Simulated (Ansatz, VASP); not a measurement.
## AlN: VASP beside Ansatz

The input INCAR:

```
SYSTEM = AlN
  AGGAC = 1.0
  AGGAX = 1.0
  ALDAC = 0.0
  ALDAX = 1.0
  ALGO = Normal
  EDIFF = 1E-7
  ENCUT = 520
  GGA = B5
  ISIF = 2
  ISMEAR = -1
  LASPH = .TRUE.
  LCHARG = .TRUE.
  LELF = .TRUE.
  LREAL = .FALSE.
  LVHAR = .TRUE.
  LWAVE = .FALSE.
  NBANDS = 16
  NELM = 100
  PREC = Accurate
  SIGMA = 0.05
```

Contents of KPOINTS:

```
k-points
0
G
  10 10 6
  0 0 0
```

The input POSCAR:

```
AlN
1.0
    3.1130000000      0.0000000000      0.0000000000
   -1.5565000000      2.6959370820      0.0000000000
    0.0000000000      0.0000000000      4.9810000000
Al N
2 2
Direct
    0.6666666667      0.3333333333      0.5000000000
    0.3333333333      0.6666666667      0.0000000000
    0.6666666667      0.3333333333      0.8800000000
    0.3333333333      0.6666666667      0.3800000000
```

input.yaml

```yaml
crystal:
  lattice:
    - [3.113, 0.0, 0.0]
    - [-1.5565, 2.695937082, 0.0]
    - [0.0, 0.0, 4.981]
  atoms:
    - { symbol: Al, position: [0.6666666667, 0.3333333333, 0.5] }
    - { symbol: Al, position: [0.3333333333, 0.6666666667, 0.0] }
    - { symbol: "N", position: [0.6666666667, 0.3333333333, 0.88] }
    - { symbol: "N", position: [0.3333333333, 0.6666666667, 0.38] }
hamiltonian:
  xc: blyp
  pseudopotentials: { kind: paw }
kpoints:
  mp_grid: { grid: [10, 10, 6] }
  band_path:
    path:
      - [[0.0, 0.0, 0.0], [0.5, 0.0, 0.0], [0.3333333333, 0.3333333333, 0.0], [0.0, 0.0, 0.0], [0.0, 0.0, 0.5], [0.5, 0.0, 0.5], [0.3333333333, 0.3333333333, 0.5], [0.0, 0.0, 0.5]]
      - [[0.5, 0.0, 0.5], [0.5, 0.0, 0.0]]
      - [[0.3333333333, 0.3333333333, 0.0], [0.3333333333, 0.3333333333, 0.5]]
    npoints: 14
scf:
  occupations: { method: fermi_dirac, width: 0.05 }
  n_extra_bands: 10
output:
  forces: true
  stress: true
  eigenvalues: true
  fatbands: false
```

Alike in both runs: functional BLYP; k mesh 10 × 10 × 6; occupations fermi-dirac, width 0.05 eV; no spin polarisation.

|  | VASP | Ansatz |
| --- | --- | --- |
| version | VASP 6.6.1 | Ansatz 0.2.0 |
| potentials or method | VASP PAW PBE potentials, release 64 (Al, N) | Ansatz PAW |
| plane-wave cutoff (eV) | 520 | 420 |
| valence electrons in the cell | 16 | 16 |
| task | single point | band structure |

Ansatz gave:

| Quantity | Value |
| --- | --- |
| gap on the k mesh at the Fermi level (eV) | 4.51 |
| least direct gap on the mesh (eV) | 4.51 |
| pressure (GPa) | 6.6 |
| traceless stress, the component that is largest in VASP (GPa) | 1.39 |
| rms of the force components (eV/Å) | 0.065 |

What did VASP give for the same quantities?

gap on the k mesh at the Fermi level (eV): 4.50; least direct gap on the mesh (eV): 4.50; pressure (GPa): 7.1; traceless stress, the component that is largest in VASP (GPa): 1.42; rms of the force components (eV/Å): 0.066.

VASP's potentials were made for PBE, not for BLYP. Atom by atom the forces differ by 0.001 eV/Å (rms over components). With one functional, cell and mesh, what is left measures potentials, basis and numerics.
